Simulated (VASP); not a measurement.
Input of a VASP 6.6.1 run:

File INCAR:

```
PREC = Accurate ; ENCUT = 520
EDIFF = 1E-6 ; ISMEAR = 0
SIGMA = 0.05 ; LREAL = F
LASPH = T ; NELM = 80
ALGO = Normal ; ISIF = 2
LWAVE = F ; LCHARG = T
GGA = CA ; LELF = T
LVHAR = T ; NBANDS = 14
```

The input KPOINTS:

```
regular mesh
0
Gamma
  10 10 10
```

The input POSCAR:

```
HfN
1.0
    0.0000000000      2.2339084654      2.2339084654
    2.2339084654      0.0000000000      2.2339084654
    2.2339084654      2.2339084654      0.0000000000
Hf N
1 1
Direct
    0.5000000000      0.5000000000      0.5000000000
    0.0000000000      0.0000000000      0.0000000000
```

Potentials or basis: VASP PAW LDA potentials, release 64 (Hf_pv, N).

Launch:

```bash
$ cat potpaw_LDA.64/Hf_pv/POTCAR potpaw_LDA.64/N/POTCAR > POTCAR
$ mpirun -np 1 vasp_std > vasp.out
```

Task: Predict the pressure.

Result: -1.2 GPa.
